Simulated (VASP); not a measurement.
PbO:

```
Pb O
1.0
     3.99000    0.00000    0.00000
     0.00000    3.99000    0.00000
     0.00000    0.00000    5.01000
Pb O
2 2
Direct
  0.00000 0.50000 0.24000
  0.50000 0.00000 0.76000
  0.00000 0.00000 0.00000
  0.50000 0.50000 0.00000
```

| Quantity | Value |
| --- | --- |
| Program | VASP 6.6.1 |
| Task | relaxation of cell and atoms |
| Functional | PBE |
| Potentials or basis | VASP PAW PBE potentials, release 64 (Pb_d, O) |
| Cutoff | 600 eV |
| k mesh | 8 × 8 × 6 |
| Occupations | gaussian, width 0.02 eV |
| Spin | no spin polarisation |

At the start: pressure 3.0 GPa; volume 19.94 Å³/atom.

Problem. How do energy, volume and symmetry change on relaxing?

Solution. Over 12 steps the energy falls by 17.3 meV/atom and the volume is 22.69 Å³/atom (+13.8 %); space group P4/nmm (No. 129, to 0.1 Å) before and after.

The path:
```csv
step,energy change (eV),largest force (eV/Å),pressure (GPa),volume (Å³)
1,0.0000,0.0261,3.01,79.76
2,-0.0217,0.6131,-1.27,84.15
3,-0.0277,0.4182,0.00,82.71
4,-0.0403,0.2447,0.06,83.57
5,-0.0463,0.0084,0.16,84.84
6,-0.0463,0.0250,0.15,84.75
7,-0.0499,0.0300,0.08,85.27
8,-0.0586,0.0444,-0.11,86.81
9,-0.0675,0.0652,-0.31,89.86
10,-0.0684,0.0732,-0.37,90.99
11,-0.0479,0.4942,2.27,89.54
12,-0.0691,0.0092,0.01,90.78
```

Final structure:
```cif
data_structure
_symmetry_space_group_name_H-M 'P 1'
_symmetry_Int_Tables_number 1
_cell_length_a 4.0599
_cell_length_b 4.0599
_cell_length_c 5.5074
_cell_angle_alpha 90.000
_cell_angle_beta 90.000
_cell_angle_gamma 90.000
_cell_volume 90.78
loop_
_atom_site_label
_atom_site_type_symbol
_atom_site_fract_x
_atom_site_fract_y
_atom_site_fract_z
_atom_site_occupancy
Pb1 Pb 0.00000 0.50000 0.21599 1
Pb2 Pb 0.50000 0.00000 0.78401 1
O1 O 0.00000 0.00000 0.00000 1
O2 O 0.50000 0.50000 0.00000 1
```
